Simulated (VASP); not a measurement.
# Pt (P6_3/mmc) in VASP: a series of runs

The runs below take Pt through relaxation of cell and atoms, single point, with PBE.

Everything below comes from runs of VASP 6.6.1. Logs are shortened: lines on timing, memory, paths and dates and some standing lists are left out, and cuts for length are marked.

## Step 1: The cell of the first run

The structure is hexagonal, space group P6_3/mmc (No. 194). Conventional cell: a = 2.775 Å, b = 2.775 Å, c = 9.390 Å, α = 90.00°, β = 90.00°, γ = 120.00°. Pt (site symmetry -3m) has 12 Pt at 2.77 to 2.84 Å within 3.7 Å. Within 3.7 Å of Pt (site symmetry -6m2) lie 12 Pt at 2.77 to 2.84 Å.

## Step 2: Relaxation of cell and atoms, PBE

INCAR

```
SYSTEM = Pt
ALGO     = Normal         ! electronic algorithm
EDIFF    = 1E-6           ! SCF threshold, eV
EDIFFG   = -0.04          ! ionic threshold
ENCUT    = 600            ! plane-wave cutoff, eV
GGA      = PE             ! functional
IBRION   = 2              ! ionic algorithm
ISIF     = 3              ! what is computed and relaxed
ISMEAR   = 0              ! smearing method
LASPH    = .TRUE.         ! aspherical terms in the spheres
LCHARG   = .FALSE.        ! write CHGCAR
LREAL    = .FALSE.        ! projectors in reciprocal space
LWAVE    = .FALSE.        ! write WAVECAR
NELM     = 100            ! most SCF steps
NSW      = 90             ! ionic steps
PREC     = Accurate       ! precision mode
SIGMA    = 0.1            ! smearing width, eV
```

KPOINTS

```
k-points
0
G
  9 9 2
  0 0 0
```

POSCAR

```
Pt
1.0
    2.7748823188      0.0000000000      0.0000000000
   -1.3874411594      2.4031185806      0.0000000000
    0.0000000000      0.0000000000      9.3900642303
Pt
4
Direct
    0.0000000000      0.0000000000      0.0000000000
    0.0000000000      0.0000000000      0.5000000000
    0.3333333333      0.6666666667      0.7500000000
    0.6666666667      0.3333333333      0.2500000000
```

Potentials or basis: VASP PAW PBE potentials, release 64 (Pt).

Launch:

```
cat potpaw_PBE.64/Pt/POTCAR > POTCAR
mpirun -np 1 vasp_std > vasp.out
```

OUTCAR:

```text
SYSTEM = Pt
   EDIFF = 1E-6
   EDIFFG = -0.04
   ENCUT = 600
   GGA = PE
   IBRION = 2
   ISIF = 3
   ISMEAR = 0
   LASPH = .TRUE.
   LREAL = .FALSE.
   NELM = 100
   NSW = 90
   PREC = Accurate

 ion  position               nearest neighbor table
   1  0.000  0.000  0.000-   3 2.84   4 2.84   4 2.84   3 2.84   4 2.84   3 2.84
   2  0.000  0.000  0.500-   3 2.84   4 2.84   4 2.84   3 2.84   4 2.84   3 2.84
   3  0.333  0.667  0.750-   1 2.84   2 2.84   1 2.84   2 2.84   1 2.84   2 2.84
   4  0.667  0.333  0.250-   1 2.84   2 2.84   1 2.84   2 2.84   1 2.84   2 2.84

  LATTYP: Found a hexagonal cell.
 ALAT       =     2.7748823188
 C/A-ratio  =     3.3839504352

  Lattice vectors:

 A1 = (   2.7748823188,   0.0000000000,   0.0000000000)
 A2 = (  -1.3874411594,   2.4031185806,   0.0000000000)
 A3 = (   0.0000000000,   0.0000000000,   9.3900642303)

Analysis of symmetry for initial positions (statically):
=====================================================================
 Subroutine PRICEL returns:
 Original cell was already a primitive cell.

 Routine SETGRP: Setting up the symmetry group for a
 hexagonal supercell.

 Subroutine GETGRP returns: Found 24 space group operations
 (whereof 12 operations were pure point group operations)
 out of a pool of 24 trial point group operations.

The static configuration has the point symmetry D_3d.
 The point group associated with its full space group is D_6h.

Analysis of symmetry for dynamics (positions and initial velocities):
=====================================================================
 Subroutine PRICEL returns:
 Original cell was already a primitive cell.

 Routine SETGRP: Setting up the symmetry group for a
 hexagonal supercell.

 Subroutine GETGRP returns: Found 24 space group operations
 (whereof 12 operations were pure point group operations)
 out of a pool of 24 trial point group operations.

The dynamic configuration has the point symmetry D_3d.
 The point group associated with its full space group is D_6h.

 Subroutine INISYM returns: Found 24 space group operations
 (whereof 12 operations are pure point group operations),
 and found     1 'primitive' translations

----------------------------------------------------------------------------------------

                                     Primitive cell

  volume of cell :      62.6164

  direct lattice vectors                    reciprocal lattice vectors
     2.774882319  0.000000000  0.000000000     0.360375643  0.208062975  0.000000000
    -1.387441159  2.403118581  0.000000000     0.000000000  0.416125949  0.000000000
     0.000000000  0.000000000  9.390064230     0.000000000  0.000000000  0.106495544

  length of vectors
     2.774882319  2.774882319  9.390064230     0.416125949  0.416125949  0.106495544

  position of ions in fractional coordinates (direct lattice)
     0.000000000  0.000000000  0.000000000
     0.000000000  0.000000000  0.500000000
     0.333333333  0.666666667  0.750000000
     0.666666667  0.333333333  0.250000000

  ion indices of the primitive-cell ions
   primitive index   ion index
                 1           1
                 2           2
                 3           3
                 4           4

----------------------------------------------------------------------------------------

 KPOINTS: k-points

Automatic generation of k-mesh.
 Grid dimensions read from file:
 generate k-points for:    9    9    2

 Generating k-lattice:

  Cartesian coordinates                     Fractional coordinates (reciprocal lattice)
     0.040041738  0.023118108  0.000000000     0.111111111  0.000000000  0.000000000
     0.000000000  0.046236217  0.000000000     0.000000000  0.111111111  0.000000000
     0.000000000  0.000000000  0.053247772     0.000000000  0.000000000  0.500000000

  Length of vectors
     0.046236217  0.046236217  0.053247772

  Shift w.r.t. Gamma in fractional coordinates (k-lattice)
     0.000000000  0.000000000  0.000000000

 Subroutine IBZKPT returns following result:
 ===========================================

 Found     24 irreducible k-points:

 Following reciprocal coordinates:
            Coordinates               Weight
  0.000000  0.000000  0.000000      1.000000
  0.111111  0.000000  0.000000      6.000000
  0.222222  0.000000  0.000000      6.000000
  0.333333  0.000000  0.000000      6.000000
  0.444444  0.000000  0.000000      6.000000
  0.111111  0.111111  0.000000      6.000000
[... 16 lines left out ...]
  0.333333  0.222222  0.500000     12.000000
  0.333333  0.333333  0.500000      2.000000
   k-points           NKPTS =     24   k-points in BZ     NKDIM =     24   number of bands    NBANDS=     24
   number of dos      NEDOS =    301   number of ions     NIONS =      4
   total plane-waves  NPLWV =  46080
   dimension x,y,z NGX =    24 NGY =   24 NGZ =   80
   dimension x,y,z NGXF=    48 NGYF=   48 NGZF=  160
   ions per type =               4
   NGX,Y,Z   is equivalent  to a cutoff of  14.38, 14.38, 14.16 a.u.
   NGXF,Y,Z  is equivalent  to a cutoff of  28.76, 28.76, 28.33 a.u.
 SYSTEM =  Pt
   PREC   = accura    normal or accurate (medium, high low for compatibility)
   ISTART =      0    job   : 0-new  1-cont  2-samecut
   ICHARG =      2    charge: 1-file 2-atom 10-const
   ISPIN  =      1    spin polarized calculation?
   LNONCOLLINEAR =      F non collinear calculations
   LSORBIT =      F    spin-orbit coupling
   LASPH  =      T    aspherical Exc in radial PAW
   ENCUT  =  600.0 eV  44.10 Ry    6.64 a.u.   5.54  5.54 18.75*2*pi/ulx,y,z
   NELM   =    100;   NELMIN=  2; NELMDL= -5     # of ELM steps
   EDIFF  = 0.1E-05   stopping-criterion for ELM
   LREAL  =      F    real-space projection
   EDIFFG = -.4E-01   stopping-criterion for IOM
   NSW    =     90    number of steps for IOM
   IBRION =      2    ionic relax: 0-MD 1-quasi-New 2-CG
   NFREE  =      1    steps in history (QN), initial steepest desc. (CG)
   ISIF   =      3    stress and relaxation
   ISYM   =      2    0-nonsym 1-usesym 2-fastsym
   POTIM  = 0.5000    time-step for ionic-motion
   TEBEG  =    0.0;   TEEND  =   0.0 temperature during run
   PSTRESS=    0.0 pullay stress
   NELECT =      40.0000    total number of electrons
   NUPDOWN=      -1.0000    fix difference up-down
   EMIN   =  10.00;   EMAX   =-10.00  energy-range for DOS
   EFERMI =   0.00;   METHOD = LEGACY
   ISMEAR =     0;   SIGMA  =   0.10  broadening in eV -4-tet -1-fermi 0-gaus
   EFERMI_NEDOS =   21; number of points for ismear=-14 and -15
   IALGO  =     38    algorithm
   IMIX   =      4    mixing-type and parameters
     AMIX     =   0.40;   BMIX     =  1.00
     AMIX_MAG =   1.60;   BMIX_MAG =  1.00
  volume/ion in A,a.u.               =      15.65       105.64
  Fermi-wavevector in a.u.,A,eV,Ry     =   1.409934  2.664389 27.047202  1.987913
  Thomas-Fermi vector in A             =   2.531939
   LORBIT       =      0    0 simple, 1 ext, 2 COOP (PROOUT), +10 PAW based schemes
   GGA     = PE    functional components
   LHFCALC =     F    Hartree Fock is set to
   AEXX    =    0.0000 exact exchange contribution
   IVDW    =     0    specifies the selected vdW correction
   LEPSILON=     F    determine dielectric tensor
   LRPA    =     F    only Hartree local field effects (RPA)
 conjugate gradient relaxation of ions
 non-spin polarized calculation
 Gauss-broadening in eV      SIGMA  =   0.10
  energy-cutoff  :      600.00
  volume of cell :       62.62
 maximum number of plane-waves:      2126
 NGX is ok and might be reduce to    24
   NGX = 11   NGY = 11   NGZ = 37

--------------------------------------- Ionic step        1  -------------------------------------------

 number of electron      40.0000000 magnetization

 Free energy of the ion-electron system (eV)
  ---------------------------------------------------
  ext. energy  EPLUGINS =         0.00000000
  ---------------------------------------------------
  free energy    TOTEN  =       -24.30423860 eV

  energy without entropy =      -24.25645593  energy(sigma->0) =      -24.28034726

------------------------ aborting loop because EDIFF is reached ----------------------------------------

  FORCE on cell =-STRESS in cart. coord.  units (eV):
  Direction    XX          YY          ZZ          XY          YZ          ZX
  --------------------------------------------------------------------------------------
  -------------------------------------------------------------------------------------
  Total        0.2555350      0.2555350     -0.2274202      0.0000000      0.0000000      0.0000000
  in kB        6.5384185      6.5384185     -5.8190400      0.0000000      0.0000000      0.0000000
  external PRESSURE =       2.4192657 kB  Pullay stress =       0.0000000 kB

 VOLUME and BASIS-vectors are now :
 -----------------------------------------------------------------------------
  energy-cutoff  :      600.00
  volume of cell :       62.62
      direct lattice vectors                 reciprocal lattice vectors
     2.774882319  0.000000000  0.000000000     0.360375643  0.208062975  0.000000000
    -1.387441159  2.403118581  0.000000000     0.000000000  0.416125949  0.000000000
     0.000000000  0.000000000  9.390064230     0.000000000  0.000000000  0.106495544
[... 115 lines left out ...]
 POSITION                                       TOTAL-FORCE (eV/Angst)
 -----------------------------------------------------------------------------------
      2.78537     -0.00000      0.00000         0.000000      0.000000      0.000000
      2.78537     -0.00000      4.66942         0.000000     -0.000000      0.000000
     -0.00000      1.60814      7.00413         0.000000     -0.000000      0.000000
      1.39269      0.80407      2.33471        -0.000000      0.000000     -0.000000
 -----------------------------------------------------------------------------------
    total drift:                                0.000000     -0.000000     -0.000000

  FREE ENERGIE OF THE ION-ELECTRON SYSTEM (eV)
  ---------------------------------------------------
  free  energy   TOTEN  =       -24.3060737550 eV

  energy  without entropy=      -24.2586852290  energy(sigma->0) =      -24.28237949

--------------------------------------- Ionic step        5  -------------------------------------------

 number of electron      39.9999996 magnetization

 Free energy of the ion-electron system (eV)
  ---------------------------------------------------
  ext. energy  EPLUGINS =         0.00000000
  ---------------------------------------------------
  free energy    TOTEN  =       -24.30635278 eV

  energy without entropy =      -24.25956381  energy(sigma->0) =      -24.28295830

 E-fermi :  10.5966     XC(G=0): -13.2613

 val. band max:       10.5815747473   @ k =   0.4444   0.0000   0.5000
 cond. band min:      10.6277468007   @ k =   0.3333   0.2222   0.0000
 fundamental gap:      0.0461720534
 Fermi energy:        10.5965526416

 k-point     1 :       0.0000    0.0000    0.0000
  band No.  band energies     occupation
      1       0.7527      2.00000
      2       2.6480      2.00000
      3       2.6524      2.00000
      4       3.5417      2.00000
      5       6.5890      2.00000
      6       6.6423      2.00000
[... 16 lines left out ...]
     23      10.4333      1.97905
     24      10.4333      1.97905
[... 641 lines left out ...]
 POSITION                                       TOTAL-FORCE (eV/Angst)
 -----------------------------------------------------------------------------------
     -1.39348      2.41358      0.00000        -0.000000     -0.000000      0.000000
     -1.39348      2.41358      4.65779        -0.000000      0.000000      0.000000
     -0.00000      1.60905      6.98668         0.000000     -0.000000     -0.000000
      1.39348      0.80453      2.32889        -0.000000      0.000000      0.000000
 -----------------------------------------------------------------------------------
    total drift:                                0.000000      0.000000     -0.000000

  FREE ENERGIE OF THE ION-ELECTRON SYSTEM (eV)
  ---------------------------------------------------
  free  energy   TOTEN  =       -24.3063527826 eV

  energy  without entropy=      -24.2595638099  energy(sigma->0) =      -24.28295830

 reached required accuracy - stopping structural energy minimisation
```

Wall time 1.7 min (1 thread of Intel Xeon Platinum 8488C (Sapphire Rapids), shared host); peak memory 0.21 GiB.

Results:

```yaml
Free_energy: -24.3064 eV
Relaxed_volume: 15.67 Å³/atom
Relaxed_cell: a = 2.787 Å, b = 2.787 Å, c = 9.316 Å, α = 90.00°, β = 90.00°, γ = 120.00°
Space_group_after_relaxing_to_0.05_Å: P6_3/mmc (No. 194)
Energy_gained_by_relaxing: 0.5 meV/atom
Ionic_steps: 5
Pressure_after_relaxing: -0.1 GPa
```

Step by step:
```tsv
step	energy change (eV)	largest force (eV/Å)	pressure (GPa)	volume (Å³)
1	0.0000	0.0000	0.24	62.62
2	-0.0011	0.0000	-0.68	62.83
3	-0.0011	0.0000	-0.69	62.84
4	-0.0018	0.0000	-0.38	62.75
5	-0.0021	0.0000	-0.07	62.66
```

Final structure:
```cif
data_structure
_symmetry_space_group_name_H-M 'P 1'
_symmetry_Int_Tables_number 1
_cell_length_a 2.7870
_cell_length_b 2.7870
_cell_length_c 9.3156
_cell_angle_alpha 90.000
_cell_angle_beta 90.000
_cell_angle_gamma 120.000
_cell_volume 62.66
loop_
_atom_site_label
_atom_site_type_symbol
_atom_site_fract_x
_atom_site_fract_y
_atom_site_fract_z
_atom_site_occupancy
Pt1 Pt 0.00000 0.00000 0.00000 1
Pt2 Pt 0.00000 0.00000 0.50000 1
Pt3 Pt 0.33333 0.66667 0.75000 1
Pt4 Pt 0.66667 0.33333 0.25000 1
```

Levels at points of the mesh, in eV from the Fermi level:
```
           k point  band 16  band 17  band 18  band 19  band 20  band 21  band 22  band 23  band 24
(0.00, 0.00, 0.00)    -1.90    -1.90    -1.32    -1.32    -0.90    -0.90    -0.55    -0.16    -0.16
(0.00, 0.00, 0.50)    -2.45    -1.64    -1.64    -1.64    -1.64    -0.48    -0.48    -0.48    -0.48
```

Caveat: the bands computed are all filled at some k points, so no gap is given; spin-orbit coupling is left out, which moves the levels of the heavy elements.

## Step 3: Single point, PBE

This run uses another cell than the first one, of 15.69 Å³/atom, 1.002 times its volume.

INCAR

```
ALGO = Normal
EDIFF = 1E-7
ENCUT = 520
GGA = PE
ISIF = 2
ISMEAR = 0
LASPH = T
LCHARG = F
LREAL = F
LWAVE = F
NBANDS = 28
NELM = 100
PREC = Accurate
SIGMA = 0.1
```

KPOINTS

```
k-points
0
Gamma
  18 18 6
```

POSCAR

```
Pt
1.0
    2.7818645105      0.0000000000      0.0000000000
   -1.3909322553      2.4091653360      0.0000000000
    0.0000000000      0.0000000000      9.3641457500
Pt
4
Direct
    0.0000000000      0.0000000000      0.0000000000
    0.0000000000      0.0000000000      0.5000000000
    0.3333333333      0.6666666667      0.7500000000
    0.6666666667      0.3333333333      0.2500000000
```

Potentials or basis: VASP PAW PBE potentials, release 64 (Pt).

Launch:

```
cat potpaw_PBE.64/Pt/POTCAR > POTCAR
mpirun -np 1 vasp_std > vasp.out
```

OUTCAR:

```text
EDIFF = 1E-7
   ENCUT = 520
   GGA = PE
   ISIF = 2
   ISMEAR = 0
   LASPH = T
   LREAL = F
   NELM = 100
   PREC = Accurate

 ion  position               nearest neighbor table
   1  0.000  0.000  0.000-   3 2.84   4 2.84   4 2.84   3 2.84   4 2.84   3 2.84
   2  0.000  0.000  0.500-   3 2.84   4 2.84   4 2.84   3 2.84   4 2.84   3 2.84
   3  0.333  0.667  0.750-   1 2.84   2 2.84   1 2.84   2 2.84   1 2.84   2 2.84
   4  0.667  0.333  0.250-   1 2.84   2 2.84   1 2.84   2 2.84   1 2.84   2 2.84

  LATTYP: Found a hexagonal cell.
 ALAT       =     2.7818645105
 C/A-ratio  =     3.3661401246

  Lattice vectors:

 A1 = (   2.7818645105,   0.0000000000,   0.0000000000)
 A2 = (  -1.3909322553,   2.4091653360,   0.0000000000)
 A3 = (   0.0000000000,   0.0000000000,   9.3641457500)

Analysis of symmetry for initial positions (statically):
=====================================================================
 Subroutine PRICEL returns:
 Original cell was already a primitive cell.

[... 169 lines left out ...]
  ---------------------------------------------------
  ext. energy  EPLUGINS =         0.00000000
  ---------------------------------------------------
  free energy    TOTEN  =       -24.28972652 eV

  energy without entropy =      -24.25146436  energy(sigma->0) =      -24.27059544

 E-fermi :  10.5268     XC(G=0): -13.2522

 val. band max:       10.5263025436   @ k =   0.5000   0.0000   0.0000
 cond. band min:      10.5273423719   @ k =   0.4444   0.0000   0.1667
 fundamental gap:      0.0010398283
 Fermi energy:        10.5267827164

 k-point     1 :       0.0000    0.0000    0.0000
  band No.  band energies     occupation
      1       0.7405      2.00000
      2       2.6019      2.00000
      3       2.6072      2.00000
      4       3.5019      2.00000
      5       6.5646      2.00000
      6       6.6103      2.00000
[... 733 lines left out ...]
     27      17.8892      0.00000
     28      20.2110      0.00000

 [... further k-points ...]
[... 5 lines left out ...]
  --------------------------------------------------------------------------------------
  -------------------------------------------------------------------------------------
  Total       -0.1753808     -0.1753808     -0.2101679      0.0000000      0.0000000      0.0000000
  in kB       -4.4773585     -4.4773585     -5.3654515      0.0000000      0.0000000      0.0000000
  external PRESSURE =      -4.7733895 kB  Pullay stress =       0.0000000 kB

 VOLUME and BASIS-vectors are now :
 -----------------------------------------------------------------------------
  energy-cutoff  :      520.00
  volume of cell :       62.76
      direct lattice vectors                 reciprocal lattice vectors
     2.781864511  0.000000000  0.000000000     0.359471138  0.207540758  0.000000000
    -1.390932255  2.409165336  0.000000000     0.000000000  0.415081516  0.000000000
     0.000000000  0.000000000  9.364145750     0.000000000  0.000000000  0.106790307

 POSITION                                       TOTAL-FORCE (eV/Angst)
 -----------------------------------------------------------------------------------
      0.00000      0.00000      0.00000         0.000000     -0.000000     -0.000000
      0.00000      0.00000      4.68207         0.000000     -0.000000     -0.000000
     -0.00000      1.60611      7.02311         0.000000     -0.000000      0.000000
      1.39093      0.80306      2.34104        -0.000000      0.000000      0.000000
 -----------------------------------------------------------------------------------
    total drift:                                0.000000     -0.000000     -0.000000

  FREE ENERGIE OF THE ION-ELECTRON SYSTEM (eV)
  ---------------------------------------------------
  free  energy   TOTEN  =       -24.2897265233 eV

  energy  without entropy=      -24.2514643596  energy(sigma->0) =      -24.27059544
```

stdout:

```text
POSCAR found type information on POSCAR Pt
 POSCAR found :  1 types and       4 ions
 scaLAPACK will be used
 LDA part: xc-table for (Slater+PW92), standard interpolation
 POSCAR, INCAR and KPOINTS ok, starting setup
 FFT: planning ... GRIDC
 FFT: planning ... GRID_SOFT
 FFT: planning ... GRID
 WAVECAR not read
 entering main loop
```

It took 2.9 min on 1 thread of Intel Xeon Platinum 8488C (Sapphire Rapids), shared host; peak memory 0.32 GiB.

What came out:

```yaml
Free_energy: -24.2897 eV
Pressure: -0.5 GPa
Band_gap_on_the_k_mesh: zero (band 20 reaches 10.90 eV, above the bottom of band 21 at 9.63 eV)
```

Caveat: spin-orbit coupling is left out, which moves the levels of the heavy elements.
